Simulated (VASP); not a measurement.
Input of a VASP 6.6.1 run:

The input INCAR:

```
SYSTEM = MgO
ALGO = Normal ; EDIFF = 1E-7
ENCUT = 520 ; GGA = PS
ISIF = 2 ; ISMEAR = 0
LASPH = .True. ; LCHARG = .False.
LREAL = .False. ; LWAVE = .False.
NBANDS = 11 ; NELM = 80
PREC = Accurate ; SIGMA = 0.05
```

The input KPOINTS:

```
k-points
0
Gamma
  10 10 10
  0 0 0
```

Contents of POSCAR:

```
MgO
1.0
    0.0000000000      2.1071057202      2.2019254776
    2.1071057202      0.0000000000      2.2019254776
    2.1071057202      2.1071057202      0.0000000000
Mg O
1 1
Direct
    0.0000000000      0.0000000000      0.0000000000
    0.5000000000      0.5000000000      0.5000000000
```

Potentials or basis: VASP PAW PBE potentials, release 64 (Mg, O).

Launch:

```bash
$ cat potpaw_PBE.64/Mg/POTCAR potpaw_PBE.64/O/POTCAR > POTCAR
$ mpirun -np 1 vasp_std > vasp.out
```

Task: What does it give for the pressure?

Result: -6.3 GPa.

Task: Estimate the band gap on the k mesh.

Result: 4.14 eV, direct.

Stress tensor (GPa, compression positive):
```
 -4.24   0.00   0.00
  0.00  -4.24   0.00
  0.00   0.00 -10.55
```

Caveat: the cell differs from its parent crystal (strain +0.0450 x Voigt [0, 0, 1, 0, 0, 0]); the PAW data sets were made with another functional, which shifts forces and pressure a little.
